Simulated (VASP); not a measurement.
# Cr in VASP: further runs, part 2 of 2

VASP 6.6.1. The steps go on from the part before.

### Step 3. Single point, PBEsol, collinear spin, ferromagnetic start (9.99 Å³/atom)

This run uses another cell than the first one, of 9.99 Å³/atom.

The input, INCAR:

```
SYSTEM = Cr
  PREC = Accurate
  ENCUT = 520
  EDIFF = 1E-6
  ISMEAR = -1
  SIGMA = 0.05
  LREAL = .False.
  LASPH = .True.
  NELM = 150
  ALGO = Normal
  ISIF = 2
  LWAVE = .False.
  LCHARG = .False.
  ISPIN = 2
  MAGMOM = 1.5 1.5
  LORBIT = 11
  LMAXMIX = 4
  GGA = PS
  NBANDS = 23
```

The input, KPOINTS:

```
regular mesh
0
Gamma
  17 17 9
  0 0 0
```

The input, POSCAR:

```
Cr
1.0
   -1.6405975900      1.6404856947      1.1302560230
    1.6404856947     -1.6405975900      1.1302560230
    2.6927258741      2.6927258741     -1.1304609594
Cr
2
Direct
    0.9999662114      0.0000337886      0.0000000000
    0.7500337886      0.2499662114      0.5000000000
```

Potentials or basis: VASP PAW PBE potentials, release 64 (Cr_pv).

On the command line:

```sh
> cat potpaw_PBE.64/Cr_pv/POTCAR > POTCAR
> mpirun -np 1 vasp_std > vasp.out
```

OUTCAR:

```text
SYSTEM = Cr
   PREC = Accurate
   ENCUT = 520
   EDIFF = 1E-6
   ISMEAR = -1
   LREAL = .False.
   LASPH = .True.
   NELM = 150
   ISIF = 2
   ISPIN = 2
   LORBIT = 11
   GGA = PS

 ion  position               nearest neighbor table
   1  1.000  0.000  0.000-   2 2.30   2 2.30   2 2.30   2 2.30   2 2.80   2 2.80   2 2.80   2 2.80

   2  0.750  0.250  0.500-   1 2.30   1 2.30   1 2.30   1 2.30   1 2.80   1 2.80   1 2.80   1 2.80

  Warning from LATTYP: Got some problem with cell dimensions!
  Tried to take original basis but could not verify dimensions!
  LATTYP: Found a base centered monoclinic cell.
 ALAT       =     2.2605120515
 B/A-ratio  =     2.0526997312
 C/A-ratio  =     1.7571558366
 COS(beta)  =    -0.2844320372

  Lattice vectors:

 A1 = (   1.6405975900,  -1.6404856947,  -1.1302560230)
 A2 = (  -1.6404856947,   1.6405975900,  -1.1302560230)
 A3 = (   2.6926139788,   2.6926139788,   1.1300510866)

Analysis of symmetry for initial positions (statically):
=====================================================================
 Subroutine PRICEL returns:
 Original cell was already a primitive cell.

 Routine SETGRP: Setting up the symmetry group for a
 base centered monoclinic supercell.

 Subroutine GETGRP returns: Found  4 space group operations
 (whereof  2 operations were pure point group operations)
 out of a pool of  4 trial point group operations.

The static configuration has the point symmetry C_2 .
 The point group associated with its full space group is C_2h.

Analysis of symmetry for dynamics (positions and initial velocities):
=====================================================================
 Subroutine PRICEL returns:
 Original cell was already a primitive cell.

 Routine SETGRP: Setting up the symmetry group for a
 base centered monoclinic supercell.

 Subroutine GETGRP returns: Found  4 space group operations
 (whereof  2 operations were pure point group operations)
 out of a pool of  4 trial point group operations.

The dynamic configuration has the point symmetry C_2 .
 The point group associated with its full space group is C_2h.

Analysis of structural, dynamic, and magnetic symmetry:
=====================================================================
 Subroutine PRICEL returns:
 Original cell was already a primitive cell.

 Routine SETGRP: Setting up the symmetry group for a
 base centered monoclinic supercell.

 Subroutine GETGRP returns: Found  4 space group operations
 (whereof  2 operations were pure point group operations)
 out of a pool of  4 trial point group operations.

The overall configuration has the point symmetry C_2 .
 The point group associated with its full space group is C_2h.

 Subroutine INISYM returns: Found  4 space group operations
 (whereof  2 operations are pure point group operations),
 and found     1 'primitive' translations

----------------------------------------------------------------------------------------

                                     Primitive cell

  volume of cell :      19.9713

  direct lattice vectors                    reciprocal lattice vectors
    -1.640597590  1.640485695  1.130256023    -0.059527209  0.245250181  0.442386840
     1.640485695 -1.640597590  1.130256023     0.245250181 -0.059527209  0.442386840
[... 79 lines left out ...]
   ISPIN  =      2    spin polarized calculation?
   LNONCOLLINEAR =      F non collinear calculations
   LSORBIT =      F    spin-orbit coupling
   LASPH  =      T    aspherical Exc in radial PAW
   ENCUT  =  520.0 eV  38.22 Ry    6.18 a.u.   4.80  4.80  7.39*2*pi/ulx,y,z
   NELM   =    150;   NELMIN=  2; NELMDL= -5     # of ELM steps
   EDIFF  = 0.1E-05   stopping-criterion for ELM
   LREAL  =      F    real-space projection
   EDIFFG = 0.1E-04   stopping-criterion for IOM
   NSW    =      0    number of steps for IOM
   IBRION =     -1    ionic relax: 0-MD 1-quasi-New 2-CG
   NFREE  =      0    steps in history (QN), initial steepest desc. (CG)
   ISIF   =      2    stress and relaxation
   ISYM   =      2    0-nonsym 1-usesym 2-fastsym
   POTIM  = 0.5000    time-step for ionic-motion
   TEBEG  =    0.0;   TEEND  =   0.0 temperature during run
   PSTRESS=    0.0 pullay stress
   NELECT =      24.0000    total number of electrons
   NUPDOWN=      -1.0000    fix difference up-down
   EMIN   =  10.00;   EMAX   =-10.00  energy-range for DOS
   EFERMI =   0.00;   METHOD = LEGACY
   ISMEAR =    -1;   SIGMA  =   0.05  broadening in eV -4-tet -1-fermi 0-gaus
   EFERMI_NEDOS =   21; number of points for ismear=-14 and -15
   IALGO  =     38    algorithm
   IMIX   =      4    mixing-type and parameters
     AMIX     =   0.40;   BMIX     =  1.00
     AMIX_MAG =   1.60;   BMIX_MAG =  1.00
  volume/ion in A,a.u.               =       9.99        67.39
  Fermi-wavevector in a.u.,A,eV,Ry     =   1.740509  3.289084 41.217085  3.029370
  Thomas-Fermi vector in A             =   2.813144
   LORBIT       =     11    0 simple, 1 ext, 2 COOP (PROOUT), +10 PAW based schemes
   GGA     = PS    functional components
   LHFCALC =     F    Hartree Fock is set to
   AEXX    =    0.0000 exact exchange contribution
   IVDW    =     0    specifies the selected vdW correction
   LEPSILON=     F    determine dielectric tensor
   LRPA    =     F    only Hartree local field effects (RPA)
 spin polarized calculation
  energy-cutoff  :      520.00
  volume of cell :       19.97
 maximum number of plane-waves:       552
   NGX =  9   NGY =  9   NGZ = 15

 number of electron      24.0000001 magnetization      -0.0000795

 number of electron      24.0000001 magnetization       0.0004353

 Free energy of the ion-electron system (eV)
  ---------------------------------------------------
  ext. energy  EPLUGINS =         0.00000000
  ---------------------------------------------------
  free energy    TOTEN  =       -19.75967990 eV

  energy without entropy =      -19.74757333  energy(sigma->0) =      -19.75362662

 E-fermi :  12.8864     XC(G=0): -14.6878

 val. band max:       12.8856234058   @ k =  -0.2353   0.0588   0.2222
 cond. band min:      12.8885338453   @ k =   0.4706   0.1176   0.4444
 fundamental gap:      0.0029104395
 Fermi energy:        12.8864345711

 spin component 1

 k-point     1 :       0.0000    0.0000    0.0000
  band No.  band energies     occupation
      1     -30.7626      1.00000
      2     -29.7583      1.00000
      3     -29.3400      1.00000
      4     -29.1799      1.00000
      5     -29.1729      1.00000
      6     -29.0986      1.00000
[... 613 lines left out ...]
     22      30.0315      0.00000
     23      34.9595      0.00000

 [... further k-points ...]

 spin component 2

 k-point     1 :       0.0000    0.0000    0.0000
  band No.  band energies     occupation
      1     -30.7624      1.00000
      2     -29.7582      1.00000
      3     -29.3398      1.00000
      4     -29.1799      1.00000
      5     -29.1728      1.00000
      6     -29.0985      1.00000
[... 613 lines left out ...]
     22      30.0315      0.00000
     23      34.9593      0.00000

 [... further k-points ...]

------------------------ aborting loop because EDIFF is reached ----------------------------------------

  FORCE on cell =-STRESS in cart. coord.  units (eV):
  Direction    XX          YY          ZZ          XY          YZ          ZX
  --------------------------------------------------------------------------------------
  -------------------------------------------------------------------------------------
  Total        5.4681663      5.4681663      5.4132330      0.1112675      0.0038532      0.0038532
  in kB      438.6772324    438.6772324    434.2702740      8.9263078      0.3091205      0.3091180
  external PRESSURE =     437.2082462 kB  Pullay stress =       0.0000000 kB

 VOLUME and BASIS-vectors are now :
 -----------------------------------------------------------------------------
  energy-cutoff  :      520.00
  volume of cell :       19.97
      direct lattice vectors                 reciprocal lattice vectors
    -1.640597590  1.640485695  1.130256023    -0.059527209  0.245250181  0.442386840
     1.640485695 -1.640597590  1.130256023     0.245250181 -0.059527209  0.442386840
     2.692725874  2.692725874 -1.130460959     0.185689303  0.185689303  0.000018383

 POSITION                                       TOTAL-FORCE (eV/Angst)
 -----------------------------------------------------------------------------------
     -1.64049      1.64037      1.13026         0.000616     -0.000616      0.000000
      0.52593      2.16669      0.56503        -0.000616      0.000616     -0.000000
 -----------------------------------------------------------------------------------
    total drift:                               -0.000000      0.000000     -0.000000

  FREE ENERGIE OF THE ION-ELECTRON SYSTEM (eV)
  ---------------------------------------------------
  free  energy   TOTEN  =       -19.7596799022 eV

  energy  without entropy=      -19.7475733317  energy(sigma->0) =      -19.75362662

 total charge

# of ion       s       p       d       tot
------------------------------------------
    1        0.488   6.495   4.473  11.457
    2        0.488   6.495   4.473  11.457
--------------------------------------------------
tot          0.977  12.991   8.946  22.914

 magnetization (x)

# of ion       s       p       d       tot
------------------------------------------
    1        0.000   0.000   0.000   0.000
    2        0.000   0.000   0.000   0.000
--------------------------------------------------
tot          0.000   0.000   0.000   0.000
```

stdout:

```text
POSCAR found type information on POSCAR Cr
 POSCAR found :  1 types and       2 ions
 scaLAPACK will be used
 -----------------------------------------------------------------------------
|                                                                             |
|                                                                             |
|     You enforced a specific xc type in the INCAR file but a different       |
|     I HOPE YOU KNOW WHAT YOU ARE DOING!                                     |
|                                                                             |
 -----------------------------------------------------------------------------

 LDA part: xc-table for (Slater+PW92), standard interpolation
 POSCAR, INCAR and KPOINTS ok, starting setup
 FFT: planning ... GRIDC
 FFT: planning ... GRID_SOFT
 FFT: planning ... GRID
 WAVECAR not read
 entering main loop
```

It took 5.8 min on 1 thread of Oxide Virtual Turin-like, shared host; peak memory 0.45 GiB.

Results:

```yaml
Free_energy: -19.7597 eV
Pressure: 43.7 GPa
Band_gap_on_the_k_mesh: zero (filled and empty bands overlap)
Net_moment: 0.00 μB per cell
Valence_electrons_inside_the_program's_atomic_spheres: Cr 11.46
```

Caveat: the cell stands under pressure; an empty level that is flat over the whole mesh can mark a ghost state of the potentials, or a narrow d or f band; the PAW data sets were made with another functional, which shifts forces and pressure a little.
